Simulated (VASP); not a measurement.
# Al32Cu (a cell with a defect) in VASP: notebook

Al32Cu (a cell with a defect) is run at these levels: PBE+D3(BJ); tasks: single point.

All numbers are computed with VASP 6.6.1; they aren't measurements. Logs are shortened: lines on timing, memory, paths and dates and some standing lists are left out, and cuts for length are marked.

## Step 1: The cell of the first run

The cell holds a defect, 33 atoms: a = 8.100 Å, b = 8.100 Å, c = 8.100 Å, α = 90.00°, β = 90.00°, γ = 90.00°.

## Step 2: Single point, PBE+D3(BJ)

Input file INCAR:

```
SYSTEM = Al32Cu
PREC     = Accurate       ! precision mode
ENCUT    = 520            ! plane-wave cutoff, eV
EDIFF    = 1E-6           ! SCF threshold, eV
ISMEAR   = -1             ! smearing method
SIGMA    = 0.05           ! smearing width, eV
LREAL    = Auto         
LASPH    = .True.         ! aspherical terms in the spheres
NELM     = 80             ! most SCF steps
ALGO     = Normal         ! electronic algorithm
ISIF     = 2              ! what is computed and relaxed
LWAVE    = .False.        ! write WAVECAR
LCHARG   = .False.        ! write CHGCAR
GGA      = PE             ! functional
IVDW     = 12             ! dispersion correction
NBANDS   = 76             ! bands
```

Input file KPOINTS:

```
Automatic mesh
0
Gamma
  2 2 2
  0 0 0
```

Input file POSCAR:

```
Al32Cu
1.0
    8.1000000000      0.0000000000      0.0000000000
    0.0000000000      8.1000000000      0.0000000000
    0.0000000000      0.0000000000      8.1000000000
Al Cu
32 1
Direct
    0.4996123213     -0.0097561580      0.0000055725
    0.7088364381      0.2498296946     -0.0000137050
    0.7461384083     -0.0035283436      0.2536864912
    0.0001810940     -0.0395226264     -0.0000119875
    0.2893607147      0.2498536295     -0.0000118095
    0.4996206229      0.5098243833      0.0000053018
    0.7401644795      0.7503103306      0.0000053173
    0.2537295718     -0.0037624549      0.2539168329
    0.4996160057      0.2501230998      0.2597877833
    0.7463434400      0.5036218556      0.2534800826
    0.4999378719     -0.0027414913      0.5000005992
    0.7401616541      0.2501223293      0.5000172609
    0.7461260556     -0.0035407646      0.7463162346
    0.0002038232      0.5410023607     -0.0000135266
    0.2597505999      0.7503171744      0.0000055905
    0.0001924306      0.2498416108      0.2903097648
    0.2535389437      0.5038702370      0.2537299303
    0.4999440450      0.7500449840      0.2528717872
   -0.0001553873     -0.0097576352      0.5000177916
    0.2597501322      0.2501268369      0.5000178427
    0.4999471061      0.5029855357      0.5000001197
    0.7469875903      0.7500418017      0.5000000829
    0.2537409819     -0.0037737634      0.7460867527
    0.4996152529      0.2501233837      0.7402104436
    0.7463302749      0.5036350391      0.7465219865
   -0.0001515098      0.7503142120      0.2597895664
   -0.0001507531      0.5098288022      0.5000172885
    0.2527131165      0.7500511608      0.5000006370
    0.0001906051      0.2498430880      0.7097802682
    0.2535512196      0.5038823784      0.7462729249
    0.4999434800      0.7500454405      0.7471393459
   -0.0001518225      0.7503148310      0.7402086372
   -0.0011698070      0.2509605378      0.0000595919
```

Potentials or basis: VASP PAW PBE potentials, release 64 (Al, Cu).

Launch:

```
cat potpaw_PBE.64/Al/POTCAR potpaw_PBE.64/Cu/POTCAR > POTCAR
mpirun -np 1 vasp_std > vasp.out
```

OUTCAR:

```text
SYSTEM = Al32Cu
   PREC = Accurate
   ENCUT = 520
   EDIFF = 1E-6
   ISMEAR = -1
   LREAL = Auto
   LASPH = .True.
   NELM = 80
   ISIF = 2
   GGA = PE
   IVDW = 12
 IVDW          = 12

 ion  position               nearest neighbor table
   1  0.500  0.990  0.000-   2 2.70   5 2.71  15 2.75   7 2.75  31 2.82  18 2.82  23 2.86   8 2.86
                            13 2.87   3 2.87   9 2.98  24 2.98
   2  0.709  0.250  1.000-  33 2.35   1 2.70  24 2.70   9 2.70   6 2.70  13 2.92   3 2.92  25 2.92
                            10 2.92   4 3.33  29 3.33  16 3.33  14 3.34
   3  0.746  0.996  0.254-  11 2.82  18 2.82  22 2.82   7 2.86  26 2.86  12 2.86  19 2.86   9 2.87
                             1 2.87   2 2.92  16 2.92   4 2.92
   4  0.000  0.960  1.000-  33 2.35  15 2.71  32 2.71  26 2.71   7 2.71  23 2.92   8 2.92  13 2.92
                             3 2.92   5 3.31  29 3.32  16 3.32   2 3.33
   5  0.289  0.250  1.000-  33 2.35   1 2.71  24 2.71   9 2.71   6 2.71  23 2.92   8 2.92  30 2.92
                            17 2.92   4 3.31  29 3.32  16 3.32  14 3.32
   6  0.500  0.510  0.000-   2 2.70   5 2.71  15 2.75   7 2.76  31 2.83  18 2.83  30 2.86  17 2.86
                            25 2.87  10 2.87   9 2.98  24 2.98
   7  0.740  0.750  0.000-  14 2.70   4 2.71   1 2.75   6 2.76  18 2.83  31 2.83  13 2.86   3 2.86
                            25 2.87  10 2.87  26 2.98  32 2.98
   8  0.254  0.996  0.254-  28 2.82  11 2.82  18 2.82   9 2.86   1 2.86  26 2.86  15 2.86  19 2.86
                            20 2.86  16 2.92   4 2.92   5 2.92
   9  0.500  0.250  0.260-   2 2.70   5 2.71  20 2.75  12 2.75  21 2.83  11 2.83   8 2.86  17 2.86
[... 32 lines left out ...]
                            24 2.87   2 2.92  14 2.92  29 2.92
  26  1.000  0.750  0.260-  14 2.70   4 2.71  19 2.75  27 2.75  22 2.83  28 2.83   8 2.86   3 2.86
                            17 2.87  10 2.87   7 2.98  15 2.98
  27  1.000  0.510  0.500-  16 2.71  29 2.71  32 2.75  26 2.75  22 2.83  28 2.83  30 2.86  17 2.86
                            25 2.86  10 2.86  12 2.97  20 2.98
  28  0.253  0.750  0.500-  23 2.82   8 2.82  30 2.82  17 2.82  19 2.82  32 2.83  26 2.83  27 2.83
                            21 2.83  18 2.83  31 2.83  11 2.83
  29  0.000  0.250  0.710-  33 2.35  20 2.70  19 2.70  27 2.71  12 2.71  23 2.92  30 2.92  13 2.92
                            25 2.92   5 3.32   4 3.32  14 3.33   2 3.33
  30  0.254  0.504  0.746-  28 2.82  31 2.82  21 2.82   6 2.86  24 2.86  27 2.86  20 2.86  32 2.87
                            15 2.87  14 2.92  29 2.92   5 2.92
  31  0.500  0.750  0.747-  23 2.82  30 2.82  13 2.82  25 2.82  15 2.82   1 2.82   7 2.83   6 2.83
                            22 2.83  21 2.83  11 2.83  28 2.83
  32  1.000  0.750  0.740-  14 2.70   4 2.71  19 2.75  27 2.75  22 2.83  28 2.83  23 2.86  13 2.86
                            30 2.87  25 2.87   7 2.98  15 2.98
  33  0.999  0.251  0.000-   2 2.35  14 2.35  16 2.35  29 2.35   4 2.35   5 2.35

  LATTYP: Found a simple cubic cell.
 ALAT       =     8.1000000000

  Lattice vectors:

 A1 = (   8.1000000000,   0.0000000000,   0.0000000000)
 A2 = (   0.0000000000,   8.1000000000,   0.0000000000)
 A3 = (   0.0000000000,   0.0000000000,   8.1000000000)

Analysis of symmetry for initial positions (statically):
=====================================================================
 Subroutine PRICEL returns:
 Original cell was already a primitive cell.

 Routine SETGRP: Setting up the symmetry group for a
 simple cubic supercell.

 Subroutine GETGRP returns: Found  1 space group operations
 (whereof  1 operations were pure point group operations)
 out of a pool of 48 trial point group operations.

The static configuration has the point symmetry C_1 .

Analysis of symmetry for dynamics (positions and initial velocities):
=====================================================================
 Subroutine PRICEL returns:
 Original cell was already a primitive cell.

 Routine SETGRP: Setting up the symmetry group for a
 simple cubic supercell.

 Subroutine GETGRP returns: Found  1 space group operations
 (whereof  1 operations were pure point group operations)
 out of a pool of 48 trial point group operations.

The dynamic configuration has the point symmetry C_1 .

 Subroutine INISYM returns: Found  1 space group operations
 (whereof  1 operations are pure point group operations),
 and found     1 'primitive' translations

----------------------------------------------------------------------------------------

                                     Primitive cell

  volume of cell :     531.4410

  direct lattice vectors                    reciprocal lattice vectors
     8.100000000  0.000000000  0.000000000     0.123456790  0.000000000  0.000000000
[... 74 lines left out ...]
                32          32
                33          33

----------------------------------------------------------------------------------------

 KPOINTS: Automatic mesh

Automatic generation of k-mesh.
 Grid dimensions read from file:
 generate k-points for:    2    2    2

 Generating k-lattice:

  Cartesian coordinates                     Fractional coordinates (reciprocal lattice)
     0.061728395  0.000000000  0.000000000     0.500000000  0.000000000  0.000000000
     0.000000000  0.061728395  0.000000000     0.000000000  0.500000000  0.000000000
     0.000000000  0.000000000  0.061728395     0.000000000  0.000000000  0.500000000

  Length of vectors
     0.061728395  0.061728395  0.061728395

  Shift w.r.t. Gamma in fractional coordinates (k-lattice)
     0.000000000  0.000000000  0.000000000

 Subroutine IBZKPT returns following result:
 ===========================================

 Found      8 irreducible k-points:

 Following reciprocal coordinates:
            Coordinates               Weight
  0.000000  0.000000  0.000000      1.000000
  0.500000  0.000000  0.000000      1.000000
  0.000000  0.500000  0.000000      1.000000
  0.000000  0.000000  0.500000      1.000000
  0.500000  0.500000  0.000000      1.000000
  0.000000  0.500000  0.500000      1.000000
  0.500000  0.000000  0.500000      1.000000
  0.500000  0.500000  0.500000      1.000000
   k-points           NKPTS =      8   k-points in BZ     NKDIM =      8   number of bands    NBANDS=     76
   number of dos      NEDOS =    301   number of ions     NIONS =     33
   total plane-waves  NPLWV = 216000
   dimension x,y,z NGX =    60 NGY =   60 NGZ =   60
   dimension x,y,z NGXF=   120 NGYF=  120 NGZF=  120
   ions per type =              32   1
   NGX,Y,Z   is equivalent  to a cutoff of  12.31, 12.31, 12.31 a.u.
   NGXF,Y,Z  is equivalent  to a cutoff of  24.63, 24.63, 24.63 a.u.
 SYSTEM =  Al32Cu
   PREC   = accura    normal or accurate (medium, high low for compatibility)
   ISTART =      0    job   : 0-new  1-cont  2-samecut
   ICHARG =      2    charge: 1-file 2-atom 10-const
   ISPIN  =      1    spin polarized calculation?
   LNONCOLLINEAR =      F non collinear calculations
   LSORBIT =      F    spin-orbit coupling
   LASPH  =      T    aspherical Exc in radial PAW
   ENCUT  =  520.0 eV  38.22 Ry    6.18 a.u.  15.06 15.06 15.06*2*pi/ulx,y,z
   NELM   =     80;   NELMIN=  2; NELMDL= -5     # of ELM steps
   EDIFF  = 0.1E-05   stopping-criterion for ELM
   LREAL  =      T    real-space projection
   EDIFFG = 0.1E-04   stopping-criterion for IOM
   NSW    =      0    number of steps for IOM
   IBRION =     -1    ionic relax: 0-MD 1-quasi-New 2-CG
   NFREE  =      0    steps in history (QN), initial steepest desc. (CG)
   ISIF   =      2    stress and relaxation
   ISYM   =      2    0-nonsym 1-usesym 2-fastsym
   POTIM  = 0.5000    time-step for ionic-motion
   TEBEG  =    0.0;   TEEND  =   0.0 temperature during run
   PSTRESS=    0.0 pullay stress
   NELECT =     107.0000    total number of electrons
   NUPDOWN=      -1.0000    fix difference up-down
   EMIN   =  10.00;   EMAX   =-10.00  energy-range for DOS
   EFERMI =   0.00;   METHOD = LEGACY
   ISMEAR =    -1;   SIGMA  =   0.05  broadening in eV -4-tet -1-fermi 0-gaus
   EFERMI_NEDOS =   21; number of points for ismear=-14 and -15
   IALGO  =     38    algorithm
   IMIX   =      4    mixing-type and parameters
     AMIX     =   0.40;   BMIX     =  1.00
     AMIX_MAG =   1.60;   BMIX_MAG =  1.00
  volume/ion in A,a.u.               =      16.10       108.68
  Fermi-wavevector in a.u.,A,eV,Ry     =   0.959513  1.813218 12.526422  0.920666
  Thomas-Fermi vector in A             =   2.088716
   LORBIT       =      0    0 simple, 1 ext, 2 COOP (PROOUT), +10 PAW based schemes
   GGA     = PE    functional components
   LHFCALC =     F    Hartree Fock is set to
   AEXX    =    0.0000 exact exchange contribution
   IVDW    =    12    specifies the selected vdW correction
   LEPSILON=     F    determine dielectric tensor
   LRPA    =     F    only Hartree local field effects (RPA)
 non-spin polarized calculation
  energy-cutoff  :      520.00
  volume of cell :      531.44
 maximum number of plane-waves:     14400
   NGX = 31   NGY = 31   NGZ = 31

 number of electron     106.9999991 magnetization

 Free energy of the ion-electron system (eV)
  ---------------------------------------------------
  ext. energy  EPLUGINS =         0.00000000
  ---------------------------------------------------
  free energy    TOTEN  =      -122.77997147 eV

  energy without entropy =     -122.66098183  energy(sigma->0) =     -122.72047665

 E-fermi :   7.7852     XC(G=0): -10.2980

 val. band max:        7.7372022619   @ k =   0.0000   0.0000   0.5000
 cond. band min:       7.7867784322   @ k =   0.5000   0.0000   0.0000
 fundamental gap:      0.0495761703
 Fermi energy:         7.7851571666

 k-point     1 :       0.0000    0.0000    0.0000
  band No.  band energies     occupation
      1      -3.0680      2.00000
      2      -0.9980      2.00000
      3      -0.9980      2.00000
      4      -0.7450      2.00000
      5      -0.7450      2.00000
      6      -0.7449      2.00000
[... 533 lines left out ...]
     64      11.2153      0.00000
     65      11.3867      0.00000
 [bands above 65 left out]

------------------------ aborting loop because EDIFF is reached ----------------------------------------

 Edisp (eV)  -11.45783

 E8    (eV) :    -5.1196

  FORCE on cell =-STRESS in cart. coord.  units (eV):
  Direction    XX          YY          ZZ          XY          YZ          ZX
  --------------------------------------------------------------------------------------
  -------------------------------------------------------------------------------------
  Total      -2.21334    -2.21105    -2.21001     0.00158    -0.00007     0.00072
  in kB      -6.67273    -6.66583    -6.66270     0.00478    -0.00023     0.00218
  external pressure =       -6.67 kB  Pullay stress =        0.00 kB

 VOLUME and BASIS-vectors are now :
 -----------------------------------------------------------------------------
  energy-cutoff  :      520.00
  volume of cell :      531.44
      direct lattice vectors                 reciprocal lattice vectors
     8.100000000  0.000000000  0.000000000     0.123456790  0.000000000  0.000000000
     0.000000000  8.100000000  0.000000000     0.000000000  0.123456790  0.000000000
     0.000000000  0.000000000  8.100000000     0.000000000  0.000000000  0.123456790

 POSITION                                       TOTAL-FORCE (eV/Angst)
 -----------------------------------------------------------------------------------
      4.04686      8.02098      0.00005        -0.001830     -0.022358      0.000004
      5.74158      2.02362      8.09989        -0.001635      0.000183     -0.000030
      6.04372      8.07142      2.05486         0.004199      0.003699     -0.003830
      0.00147      7.77987      8.09990        -0.001516     -0.006602      0.000277
      2.34382      2.02381      8.09990         0.004119      0.000963     -0.000077
      4.04693      4.12958      0.00004        -0.001156      0.022987      0.000010
[... 25 lines left out ...]
      8.09877      6.07755      5.99569        -0.000089      0.000921     -0.022687
      8.09052      2.03278      0.00048         0.009141     -0.007550     -0.000432
 -----------------------------------------------------------------------------------
    total drift:                               -0.003697      0.004552     -0.001440

  FREE ENERGIE OF THE ION-ELECTRON SYSTEM (eV)
  ---------------------------------------------------
  free  energy   TOTEN  =      -134.2378003752 eV

  energy  without entropy=     -134.1188107354  energy(sigma->0) =     -134.17830556
```

Run time: 9.2 min. Hardware: 1 thread of AMD EPYC 7R13 (Zen 3), shared host; peak memory 0.55 GiB.

What came out:

```yaml
Free_energy: -134.2378 eV
Pressure: -0.7 GPa
Largest_force: 0.030 eV/Å
Band_gap_on_the_k_mesh: zero (an odd number of electrons rules out a gap without spin polarisation)
Dispersion_energy_per_atom: -0.347 eV
```

Forces on the atoms (eV/Å):
```
Al  -0.002 -0.022  0.000
Al  -0.002  0.000  0.000
Al   0.004  0.004 -0.004
Al  -0.002 -0.007  0.000
Al   0.004  0.001  0.000
Al  -0.001  0.023  0.000
Al  -0.023  0.002  0.000
Al  -0.004  0.005 -0.005
Al  -0.001  0.000  0.023
Al   0.003 -0.003 -0.002
Al   0.001 -0.028  0.000
Al  -0.023  0.001  0.000
Al   0.004  0.004  0.004
Al  -0.001  0.003  0.000
Al   0.022  0.001  0.000
Al  -0.002  0.002  0.005
Al  -0.004 -0.004 -0.004
Al   0.001 -0.001  0.030
Al  -0.001 -0.022  0.000
Al   0.022  0.001  0.000
Al   0.001  0.028  0.000
Al  -0.028 -0.001  0.000
Al  -0.004  0.004  0.005
Al  -0.001  0.000 -0.023
Al   0.004 -0.003  0.002
Al   0.000  0.001  0.023
Al  -0.001  0.023  0.000
Al   0.028  0.000  0.000
Al  -0.002  0.002 -0.005
Al  -0.004 -0.004  0.004
Al   0.001 -0.001 -0.030
Al   0.000  0.001 -0.023
Cu   0.009 -0.008  0.000
```

Caveat: the k points lie up to 0.39 Å⁻¹ apart, too coarse for converged energies and pressures of a metal.

## Step 3: Single point, PBE+D3(BJ)

Input file INCAR:

```
  PREC = Accurate
  ENCUT = 520
  EDIFF = 1E-6
  ISMEAR = -1
  SIGMA = 0.05
  LREAL = Auto
  LASPH = T
  NELM = 100
  ALGO = Normal
  ISIF = 2
  LWAVE = F
  LCHARG = F
  GGA = PE
  IVDW = 12
  NBANDS = 76
```

Input file KPOINTS:

```
Automatic mesh
0
Gamma
  2 2 2
```

Input file POSCAR:

```
Al32Cu
1.0
    8.1000000000      0.0000000000      0.0000000000
    0.0000000000      8.1000000000      0.0000000000
    0.0000000000      0.0000000000      8.1000000000
Al Cu
32 1
Direct
    0.5098947879      0.0000756260      0.0001849649
    0.7505870924      0.2401682659      0.0001917742
    0.7500919287      0.0000017458      0.2530879867
   -0.0097701807      0.0000796641      0.0002001191
    0.2497119472      0.2097821550     -0.0002154538
    0.5417878952      0.4999379001     -0.0002503413
    0.7505819327      0.7598248204      0.0001891375
    0.2502329351      0.0000760061      0.2598858679
    0.5036133545      0.2467097145      0.2535521693
    0.7505714947      0.5000237480      0.2598831609
    0.5031329858      0.0000013693      0.5000741308
    0.7501023850      0.2471192415      0.5000844042
    0.7501142638      0.0000052712      0.7472876382
   -0.0390534458      0.4999512920     -0.0001933057
    0.2496992429      0.7906145353     -0.0002255151
   -0.0034045824      0.2463431899      0.2539176428
    0.2496774812      0.4999391728      0.2914821721
    0.5035545041      0.7533004974      0.2534934294
   -0.0026618092      0.0000058127      0.5000968944
    0.2502400529      0.2401653159      0.5004589203
    0.5098942566      0.5000233908      0.5004467009
    0.7500980233      0.7529315997      0.5000809320
    0.2502486333      0.0000793140      0.7402251593
    0.5039007312      0.2464213206      0.7466139769
    0.7505925559      0.5000261929      0.7402212295
   -0.0033527134      0.7536732451      0.2538658060
   -0.0097775376      0.5000265322      0.5004627956
    0.2502366516      0.7598275182      0.5004549371
   -0.0036575879      0.2460951748      0.7462826799
    0.2497297939      0.4999495547      0.7106438644
    0.5038473217      0.7535937379      0.7466672939
   -0.0036115264      0.7539265205      0.7463287034
    0.2517277418      0.5002555248      0.0013403942
```

Potentials or basis: VASP PAW PBE potentials, release 64 (Al, Cu).

Launch:

```
cat potpaw_PBE.64/Al/POTCAR potpaw_PBE.64/Cu/POTCAR > POTCAR
mpirun -np 1 vasp_std > vasp.out
```

Wall time 9.1 min (1 thread of AMD EPYC 7R13 (Zen 3), shared host); peak memory 0.55 GiB.

It converged, with:

| Item | Value |
| --- | --- |
| Free energy | -134.2379 eV |
| Pressure | -0.7 GPa |
| Largest force | 0.028 eV/Å |
| Band gap on the k mesh | zero (an odd number of electrons rules out a gap without spin polarisation) |
| Dispersion energy per atom | -0.347 eV |

Forces on the atoms (eV/Å):
```
Al   0.024  0.000  0.001
Al   0.002 -0.023  0.000
Al  -0.002  0.000  0.027
Al  -0.023  0.000  0.001
Al   0.004  0.004  0.003
Al  -0.008  0.000  0.000
Al   0.002  0.024  0.000
Al   0.001  0.000  0.024
Al   0.000  0.000 -0.001
Al   0.002  0.000  0.024
Al   0.026  0.000 -0.001
Al  -0.001 -0.028 -0.001
Al  -0.002  0.000 -0.027
Al   0.002  0.000  0.002
Al   0.004 -0.005  0.002
Al   0.002  0.003 -0.002
Al   0.001  0.001 -0.011
Al   0.000  0.000  0.000
Al  -0.028  0.000 -0.001
Al   0.000 -0.024  0.001
Al   0.024  0.000  0.002
Al  -0.002  0.028 -0.001
Al   0.001  0.000 -0.023
Al  -0.003  0.002  0.002
Al   0.002  0.000 -0.022
Al   0.002 -0.003 -0.002
Al  -0.023  0.000  0.001
Al   0.000  0.025  0.001
Al   0.003  0.003  0.003
Al   0.002  0.000  0.003
Al  -0.002 -0.002  0.001
Al   0.002 -0.003  0.003
Cu  -0.010 -0.002 -0.008
```

Levels at points of the mesh, in eV from the Fermi level:
| k point | band 50 | band 51 | band 52 | band 53 | band 54 | band 55 | band 56 | band 57 |
| --- | --- | --- | --- | --- | --- | --- | --- | --- |
| (0.00, 0.00, 0.00) | -0.26 | 0.18 | 0.18 | 0.55 | 0.56 | 0.56 | 0.56 | 1.24 |
| (0.50, 0.00, 0.00) | -0.14 | -0.14 | -0.14 | -0.12 | -0.05 | -0.05 | 0.00 | 0.62 |
| (0.00, 0.50, 0.00) | -0.14 | -0.14 | -0.14 | -0.12 | -0.05 | -0.05 | 0.00 | 0.62 |
| (0.00, 0.00, 0.50) | -0.14 | -0.14 | -0.14 | -0.12 | -0.05 | -0.05 | 0.00 | 0.62 |
| (0.50, 0.50, 0.00) | -0.22 | -0.22 | -0.21 | 0.29 | 0.83 | 0.83 | 0.94 | 1.08 |
| (0.00, 0.50, 0.50) | -0.22 | -0.22 | -0.21 | 0.29 | 0.83 | 0.83 | 0.94 | 1.08 |
| (0.50, 0.00, 0.50) | -0.22 | -0.22 | -0.21 | 0.29 | 0.83 | 0.83 | 0.94 | 1.08 |
| (0.50, 0.50, 0.50) | -0.50 | -0.50 | -0.47 | -0.47 | -0.47 | -0.42 | -0.42 | -0.38 |

Caveat: the k points lie up to 0.39 Å⁻¹ apart, too coarse for converged energies and pressures of a metal.

[end of part 1 of 2]

The gap in the log of VASP goes by the Fermi energy; the results here count the filled bands.